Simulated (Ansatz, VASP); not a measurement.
## Be2Si: VASP beside Ansatz

Contents of POSCAR:

```
Be2Si
1.0
    0.0000000000      2.6400000000      2.6400000000
    2.6400000000      0.0000000000      2.6400000000
    2.6400000000      2.6400000000      0.0000000000
Si Be
1 2
Direct
    0.0000000000      0.0000000000      0.0000000000
    0.2500000000      0.2500000000      0.2500000000
    0.7500000000      0.7500000000      0.7500000000
```

File INCAR.step1:

```
PREC = Accurate
ENCUT = 520
EDIFF = 1E-5
ISMEAR = -1
SIGMA = 0.05
LREAL = F
LASPH = T
NELM = 100
ALGO = Normal
ISIF = 2
LWAVE = T
LCHARG = F
NBANDS = 11
GGA = PE
```

File INCAR.step2:

```
PREC = Accurate
ENCUT = 520
EDIFF = 1E-6
ISMEAR = -1
SIGMA = 0.05
LREAL = F
LASPH = T
NELM = 100
ALGO = Normal
ISIF = 2
LWAVE = F
LCHARG = F
GGA = PE
LHFCALC = T
AEXX = 0.25
PRECFOCK = Normal
NBANDS = 11
ISTART = 1
```

File KPOINTS:

```
Automatic mesh
0
Gamma
  5 5 5
```

input.yaml

```yaml
crystal:
  lattice:
    - [0.0, 2.64, 2.64]
    - [2.64, 0.0, 2.64]
    - [2.64, 2.64, 0.0]
  atoms:
    - { symbol: Si, position: [0.0, 0.0, 0.0] }
    - { symbol: Be, position: [0.25, 0.25, 0.25] }
    - { symbol: Be, position: [0.75, 0.75, 0.75] }
hamiltonian:
  xc: pbe0
  pseudopotentials: { kind: paw }
kpoints:
  mp_grid: { grid: [5, 5, 5] }
scf:
  occupations: { method: fermi_dirac, width: 0.05 }
  n_extra_bands: 7
output:
  forces: true
  stress: true
  eigenvalues: true
  dos: { projected: true, de: 0.05 }
```

Alike in both runs: functional PBE0; k mesh 5 × 5 × 5; occupations fermi-dirac, width 0.05 eV; no spin polarisation.

```csv
,VASP,Ansatz
version,VASP 6.6.1,Ansatz 0.2.0
potentials or method,"VASP PAW PBE potentials, release 64 (Si, Be)",Ansatz PAW
plane-wave cutoff (eV),520,420
valence electrons in the cell,8,8
task,single point,projected density of states
```

```tsv
	VASP	Ansatz	Ansatz less VASP
gap on the k mesh at the Fermi level (eV)	none	none	-
pressure (GPa)	-0.6	-0.5	+0.17
```

A gap of «none» marks a metal or a gap that the smearing closes.

The k mesh is coarse, so the values compare programs but aren't converged.
